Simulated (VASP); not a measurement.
# BeTe (F-43m) in VASP: dielectric tensor with LDA

Aim: the dielectric tensor of BeTe with LDA.

Everything below comes from runs of VASP 6.6.1. Logs are shortened: lines on timing, memory, paths and dates and some standing lists are left out, and cuts for length are marked.

### Step 1. The cell of the first run

It takes space group F-43m (No. 216, cubic). The conventional cell has a = 5.540 Å, b = 5.540 Å, c = 5.540 Å, α = 90.00°, β = 90.00°, γ = 90.00°. Within 3.2 Å of Be (site symmetry -43m) lie 4 Te at 2.40 Å. Within 3.2 Å of Te (site symmetry -43m) lie 4 Be at 2.40 Å.

### Step 2. Dielectric tensor, LDA

INCAR reads:

```
SYSTEM = BeTe
  ALGO = Normal
  EDIFF = 1E-8
  ENCUT = 520
  ISIF = 2
  ISMEAR = 0
  LASPH = .TRUE.
  LCHARG = .FALSE.
  LEPSILON = .TRUE.
  LREAL = .FALSE.
  LWAVE = .FALSE.
  NELM = 60
  PREC = Accurate
  SIGMA = 0.01
```

KPOINTS reads:

```
k-points
0
G
  7 7 7
  0 0 0
```

POSCAR reads:

```
BeTe
1.0
    0.0000000000      2.7700000000      2.7700000000
    2.7700000000      0.0000000000      2.7700000000
    2.7700000000      2.7700000000      0.0000000000
Be Te
1 1
Direct
    0.0000000000      0.0000000000      0.0000000000
    0.2500000000      0.2500000000      0.2500000000
```

Potentials or basis: VASP PAW LDA potentials, release 64 (Be, Te).

The run is started by

```sh
$ cat potpaw_LDA.64/Be/POTCAR potpaw_LDA.64/Te/POTCAR > POTCAR
$ mpirun -np 1 vasp_std > vasp.out
```

OUTCAR:

```text
SYSTEM = BeTe
   EDIFF = 1E-8
   ENCUT = 520
   ISIF = 2
   ISMEAR = 0
   LASPH = .TRUE.
   LEPSILON = .TRUE.
   LREAL = .FALSE.
   NELM = 60
   PREC = Accurate

 ion  position               nearest neighbor table
   1  0.000  0.000  0.000-   2 2.40   2 2.40   2 2.40   2 2.40
   2  0.250  0.250  0.250-   1 2.40   1 2.40   1 2.40   1 2.40

  LATTYP: Found a face centered cubic cell.
 ALAT       =     5.5400000000

  Lattice vectors:

 A1 = (   0.0000000000,   2.7700000000,   2.7700000000)
 A2 = (   2.7700000000,   0.0000000000,   2.7700000000)
 A3 = (   2.7700000000,   2.7700000000,   0.0000000000)

Analysis of symmetry for initial positions (statically):
=====================================================================
 Subroutine PRICEL returns:
 Original cell was already a primitive cell.

 Routine SETGRP: Setting up the symmetry group for a
 face centered cubic supercell.

 Subroutine GETGRP returns: Found 24 space group operations
 (whereof 24 operations were pure point group operations)
 out of a pool of 48 trial point group operations.

The static configuration has the point symmetry T_d .

Analysis of symmetry for dynamics (positions and initial velocities):
=====================================================================
 Subroutine PRICEL returns:
 Original cell was already a primitive cell.

 Routine SETGRP: Setting up the symmetry group for a
 face centered cubic supercell.

 Subroutine GETGRP returns: Found 24 space group operations
 (whereof 24 operations were pure point group operations)
 out of a pool of 48 trial point group operations.

The dynamic configuration has the point symmetry T_d .

 Subroutine INISYM returns: Found 24 space group operations
 (whereof 24 operations are pure point group operations),
 and found     1 'primitive' translations

----------------------------------------------------------------------------------------

                                     Primitive cell

  volume of cell :      42.5079

  direct lattice vectors                    reciprocal lattice vectors
     0.000000000  2.770000000  2.770000000    -0.180505415  0.180505415  0.180505415
     2.770000000  0.000000000  2.770000000     0.180505415 -0.180505415  0.180505415
     2.770000000  2.770000000  0.000000000     0.180505415  0.180505415 -0.180505415

  length of vectors
     3.917371568  3.917371568  3.917371568     0.312644550  0.312644550  0.312644550

  position of ions in fractional coordinates (direct lattice)
     0.000000000  0.000000000  0.000000000
     0.250000000  0.250000000  0.250000000

  ion indices of the primitive-cell ions
   primitive index   ion index
                 1           1
                 2           2

----------------------------------------------------------------------------------------

 KPOINTS: k-points

Automatic generation of k-mesh.
 Grid dimensions read from file:
 generate k-points for:    7    7    7

 Generating k-lattice:

  Cartesian coordinates                     Fractional coordinates (reciprocal lattice)
    -0.025786488  0.025786488  0.025786488     0.142857143  0.000000000  0.000000000
     0.025786488 -0.025786488  0.025786488     0.000000000  0.142857143  0.000000000
     0.025786488  0.025786488 -0.025786488     0.000000000  0.000000000  0.142857143

  Length of vectors
     0.044663507  0.044663507  0.044663507

  Shift w.r.t. Gamma in fractional coordinates (k-lattice)
     0.000000000  0.000000000  0.000000000

 Subroutine IBZKPT returns following result:
 ===========================================

 Found     20 irreducible k-points:

 Following reciprocal coordinates:
            Coordinates               Weight
  0.000000  0.000000  0.000000      1.000000
  0.142857  0.000000  0.000000      8.000000
  0.285714  0.000000  0.000000      8.000000
  0.428571  0.000000  0.000000      8.000000
  0.142857  0.142857  0.000000      6.000000
  0.285714  0.142857  0.000000     24.000000
[... 12 lines left out ...]
 -0.428571  0.428571  0.142857     24.000000
 -0.285714  0.428571  0.142857     24.000000
   k-points           NKPTS =     20   k-points in BZ     NKDIM =     20   number of bands    NBANDS=      8
   number of dos      NEDOS =    301   number of ions     NIONS =      2
   total plane-waves  NPLWV =  27000
   dimension x,y,z NGX =    30 NGY =   30 NGZ =   30
   dimension x,y,z NGXF=    60 NGYF=   60 NGZF=   60
   ions per type =               1   1
   NGX,Y,Z   is equivalent  to a cutoff of  12.73, 12.73, 12.73 a.u.
   NGXF,Y,Z  is equivalent  to a cutoff of  25.46, 25.46, 25.46 a.u.
 SYSTEM =  BeTe
   PREC   = accura    normal or accurate (medium, high low for compatibility)
   ISTART =      0    job   : 0-new  1-cont  2-samecut
   ICHARG =      2    charge: 1-file 2-atom 10-const
   ISPIN  =      1    spin polarized calculation?
   LNONCOLLINEAR =      F non collinear calculations
   LSORBIT =      F    spin-orbit coupling
   LASPH  =      T    aspherical Exc in radial PAW
   ENCUT  =  520.0 eV  38.22 Ry    6.18 a.u.   7.28  7.28  7.28*2*pi/ulx,y,z
   NELM   =     60;   NELMIN=  2; NELMDL= -5     # of ELM steps
   EDIFF  = 0.1E-07   stopping-criterion for ELM
   LREAL  =      F    real-space projection
   EDIFFG = 0.1E-06   stopping-criterion for IOM
   NSW    =      0    number of steps for IOM
   IBRION =     -1    ionic relax: 0-MD 1-quasi-New 2-CG
   NFREE  =      0    steps in history (QN), initial steepest desc. (CG)
   ISIF   =      2    stress and relaxation
   ISYM   =      2    0-nonsym 1-usesym 2-fastsym
   POTIM  = 0.5000    time-step for ionic-motion
   TEBEG  =    0.0;   TEEND  =   0.0 temperature during run
   PSTRESS=    0.0 pullay stress
   NELECT =       8.0000    total number of electrons
   NUPDOWN=      -1.0000    fix difference up-down
   EMIN   =  10.00;   EMAX   =-10.00  energy-range for DOS
   EFERMI =   0.00;   METHOD = LEGACY
   ISMEAR =     0;   SIGMA  =   0.01  broadening in eV -4-tet -1-fermi 0-gaus
   EFERMI_NEDOS =   21; number of points for ismear=-14 and -15
   IALGO  =     38    algorithm
   IMIX   =      4    mixing-type and parameters
     AMIX     =   0.40;   BMIX     =  1.00
     AMIX_MAG =   1.60;   BMIX_MAG =  1.00
  volume/ion in A,a.u.               =      21.25       143.43
  Fermi-wavevector in a.u.,A,eV,Ry     =   0.938170  1.772885 11.975354  0.880164
  Thomas-Fermi vector in A             =   2.065355
   LORBIT       =      0    0 simple, 1 ext, 2 COOP (PROOUT), +10 PAW based schemes
   GGA     = CA    functional components
   LHFCALC =     F    Hartree Fock is set to
   AEXX    =    0.0000 exact exchange contribution
   IVDW    =     0    specifies the selected vdW correction
   LEPSILON=     T    determine dielectric tensor
   LRPA    =     F    only Hartree local field effects (RPA)
 non-spin polarized calculation
 Gauss-broadening in eV      SIGMA  =   0.01
  energy-cutoff  :      520.00
  volume of cell :       42.51
 maximum number of plane-waves:      1155
 NGX is ok and might be reduce to    30
   NGX = 15   NGY = 15   NGZ = 15

--------------------------------------- Ionic step        1  -------------------------------------------

 number of electron       8.0000000 magnetization

 E-fermi :   5.5968     XC(G=0):  -9.4618

 val. band max:        5.5121150170   @ k =   0.0000   0.0000   0.0000
 cond. band min:       7.3346733177   @ k =   0.4286   0.4286   0.0000
 fundamental gap:      1.8225583007
 Fermi energy:         5.5968250457

 k-point     1 :       0.0000    0.0000    0.0000
  band No.  band energies     occupation
      1      -7.1399      2.00000
      2       5.5121      2.00000
      3       5.5121      2.00000
      4       5.5121      2.00000
      5       9.0536      0.00000
      6       9.0536      0.00000
      7       9.0536      0.00000
      8       9.6028      0.00000
[... 199 lines left out ...]
 k-point    20 :      -0.2857    0.4286    0.1429
  band No.  band energies     occupation
      1      -5.1606      2.00000
      2       0.7050      2.00000
      3       1.3450      2.00000
      4       2.5995      2.00000
      5       9.3861      0.00000
      6      11.4322      0.00000
      7      11.8259      0.00000
      8      12.4323      0.00000

  FORCE on cell =-STRESS in cart. coord.  units (eV):
  Direction    XX          YY          ZZ          XY          YZ          ZX
  --------------------------------------------------------------------------------------
  -------------------------------------------------------------------------------------
  Total        0.2124224      0.2124224      0.2124224     -0.0000000      0.0000000      0.0000000
  in kB        8.0064780      8.0064780      8.0064780     -0.0000000      0.0000000      0.0000000
  external PRESSURE =       8.0064780 kB  Pullay stress =       0.0000000 kB

 VOLUME and BASIS-vectors are now :
 -----------------------------------------------------------------------------
  energy-cutoff  :      520.00
  volume of cell :       42.51
      direct lattice vectors                 reciprocal lattice vectors
     0.000000000  2.770000000  2.770000000    -0.180505415  0.180505415  0.180505415
     2.770000000  0.000000000  2.770000000     0.180505415 -0.180505415  0.180505415
     2.770000000  2.770000000  0.000000000     0.180505415  0.180505415 -0.180505415

 POSITION                                       TOTAL-FORCE (eV/Angst)
 -----------------------------------------------------------------------------------
      0.00000      0.00000      0.00000         0.000000      0.000000      0.000000
      1.38500      1.38500      1.38500        -0.000000     -0.000000     -0.000000
 -----------------------------------------------------------------------------------
    total drift:                                0.000000      0.000000      0.000000

  FREE ENERGIE OF THE ION-ELECTRON SYSTEM (eV)
  ---------------------------------------------------
  free  energy   TOTEN  =        -8.7238343696 eV

  energy  without entropy=       -8.7238343696  energy(sigma->0) =       -8.72383437

 HEAD OF MICROSCOPIC STATIC DIELECTRIC TENSOR (INDEPENDENT PARTICLE, excluding Hartree and local field effects)
 ------------------------------------------------------
           8.387646    -0.000000    -0.000000
           0.000000     8.387646     0.000000
           0.000000     0.000000     8.387646
 ------------------------------------------------------

 Free energy of the ion-electron system (eV)
  ---------------------------------------------------
  ---------------------------------------------------
  free energy    TOTEN  =        -0.86423031 eV

  energy without entropy =       -0.86423031

------------------------ aborting loop because EDIFF is reached ----------------------------------------

--------------------------------------- Ionic step        2  -------------------------------------------

------------------------ aborting loop because EDIFF is reached ----------------------------------------

--------------------------------------- Ionic step        3  -------------------------------------------

 Free energy of the ion-electron system (eV)
  ---------------------------------------------------
  ---------------------------------------------------
  free energy    TOTEN  =        -0.86422973 eV

  energy without entropy =       -0.86422973

------------------------ aborting loop because EDIFF is reached ----------------------------------------

 PIEZOELECTRIC TENSOR FIELD DIRECTION 3  (e Angst)
 -----------------------------------------------------------------------------
    -0.00044 -1.18288  0.00000           (  0.00000  0.08250  0.00000)
    -1.18288 -0.00044  0.00000           (  0.08250  0.00000  0.00000)
     0.00000  0.00000 -0.00057           (  0.00000  0.00000  0.00000)

 PIEZOELECTRIC TENSOR FIELD DIRECTION 3  (C/m^2)
 -----------------------------------------------------------------------------
    -0.00017 -0.44584  0.00000
    -0.44584 -0.00017  0.00000
     0.00000  0.00000 -0.00022

 MACROSCOPIC STATIC DIELECTRIC TENSOR (including local field effects in DFT)
 ------------------------------------------------------
           7.805662     0.000000    -0.000000
          -0.000000     7.805662     0.000000
          -0.000000    -0.000000     7.805662
 ------------------------------------------------------

 PIEZOELECTRIC TENSOR (including local field effects)  for field in x, y, z        (e  Angst)
          XX          YY          ZZ          XY          YZ          ZX
  --------------------------------------------------------------------------------
  x     0.00000     0.00000     0.00000     0.00000    -1.18901     0.00000
  y    -0.00000     0.00000    -0.00000     0.00000     0.00000    -1.18901
  z     0.00000     0.00000     0.00000    -1.18901     0.00000     0.00000

 PIEZOELECTRIC TENSOR (including local field effects)  for field in x, y, z        (C/m^2)
          XX          YY          ZZ          XY          YZ          ZX
  --------------------------------------------------------------------------------
  x     0.00000     0.00000     0.00000     0.00000    -0.44815     0.00000
  y    -0.00000     0.00000    -0.00000     0.00000     0.00000    -0.44815
  z     0.00000     0.00000     0.00000    -0.44815     0.00000     0.00000

 BORN EFFECTIVE CHARGES (including local field effects) (in |e|, cummulative output)
 ---------------------------------------------------------------------------------
 ion    1
    1     1.24332     0.00000    -0.00000
    2     0.00000     1.24332     0.00000
    3    -0.00000     0.00000     1.24332
 ion    2
    1    -1.24332     0.00000     0.00000
    2     0.00000    -1.24332    -0.00000
    3     0.00000     0.00000    -1.24332
```

Run time: 3.6 min. Hardware: 1 thread of Intel Xeon 6975P-C, shared host; peak memory 0.21 GiB.

Results:

* Band gap on the k mesh: 1.82 eV, indirect (least direct gap 3.54 eV)
* Electronic dielectric tensor (diagonal): 7.81
* Born charges (mean of the diagonal): Be +1.24; Te -1.24 e

Electronic dielectric tensor:
```
7.81 0.00 0.00
0.00 7.81 0.00
0.00 0.00 7.81
```

Born effective charge tensors (e):
atom 1, Be
```
1.24 0.00 0.00
0.00 1.24 0.00
0.00 0.00 1.24
```
atom 2, Te
```
-1.24  0.00  0.00
 0.00 -1.24  0.00
 0.00  0.00 -1.24
```

Caveat: spin-orbit coupling is left out, which moves the levels of the heavy elements. A k mesh can miss the band edges.
